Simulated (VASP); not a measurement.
The system is BeS (lda).

```
CELL_PARAMETERS angstrom
0.00000 2.43500 2.43500
2.43500 0.00000 2.43500
2.43500 2.43500 0.00000
ATOMIC_POSITIONS crystal
Be 0.00000 0.00000 0.00000
S 0.25000 0.25000 0.25000
```

| Quantity | Value |
| --- | --- |
| Program | VASP 6.6.1 |
| Task | relaxation of cell and atoms |
| Functional | LDA |
| Potentials or basis | VASP PAW LDA potentials, release 64 (Be, S) |
| Cutoff | 600 eV |
| k mesh | 8 × 8 × 8 |
| Occupations | gaussian, width 0.02 eV |
| Spin | no spin polarisation |

At the start: pressure -4.2 GPa; volume 14.44 Å³/atom.

Task: Where does the relaxation end?

Result: Over 3 steps the energy falls by 8.7 meV/atom and the volume is 13.80 Å³/atom (-4.4 %); space group F-43m (No. 216, to 0.05 Å).

Step by step:
```
step  energy change (eV)  largest force (eV/Å)  pressure (GPa)  volume (Å³)
   1              0.0000                0.0000           -4.22        28.88
   2             -0.0164                0.0000            1.09        27.31
   3             -0.0174                0.0000            0.00        27.60
```

Final structure:
```yaml
crystal:
  lattice:
    - [0.00000, 2.39863, 2.39863]
    - [2.39863, 0.00000, 2.39863]
    - [2.39863, 2.39863, 0.00000]
  atoms:
    - { symbol: Be, position: [0.00000, 0.00000, 0.00000] }
    - { symbol: S, position: [0.25000, 0.25000, 0.25000] }
```
